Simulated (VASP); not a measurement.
## KF: single point with PBE

The system is KF.

```
CELL_PARAMETERS angstrom
0.00000 2.68954 2.68954
2.68954 0.00000 2.68954
2.68954 2.68954 0.00000
ATOMIC_POSITIONS crystal
K 0.00000 0.00000 0.00000
F 0.50000 0.50000 0.50000
```

| Property | Result |
| --- | --- |
| Program | VASP 6.6.1 |
| Task | single point |
| Functional | PBE |
| Potentials or basis | VASP PAW PBE potentials, release 64 (K_sv, F) |
| Cutoff | 600 eV |
| k mesh | 6 × 6 × 6 |
| Occupations | gaussian, width 0.01 eV |
| Spin | no spin polarisation |
| Dipole correction | no |
| Further INCAR settings | ALGO = Normal; EDIFF = 1e-06; NBANDS = 15 |

The pressure is 0.7 GPa. The band gap on the k mesh is 6.06 eV.

Levels at points of the mesh, in eV from the valence-band top:
```
           k point  band 4  band 5  band 6  band 7  band 8  band 9  band 10  band 11  band 12  band 13
(0.00, 0.00, 0.00)   -9.46   -9.46    0.00    0.00    0.00    6.06    10.63    10.63    10.63    12.27
(0.50, 0.00, 0.00)   -9.49   -9.49   -0.77   -0.33   -0.33    8.99    10.46    11.98    11.98    14.17
(0.50, 0.50, 0.00)   -9.65   -9.65   -0.22   -0.06   -0.06    8.18    10.20    11.65    13.51    14.11
```

It took 12 s on 1 thread of Intel(R) Xeon(R) Platinum 8259CL CPU @ 2.50GHz (Skylake/Cascade Lake) (shared host), peak memory 0.16 GiB.

A hybrid or GW would open this gap; PBE tends to underestimate it.
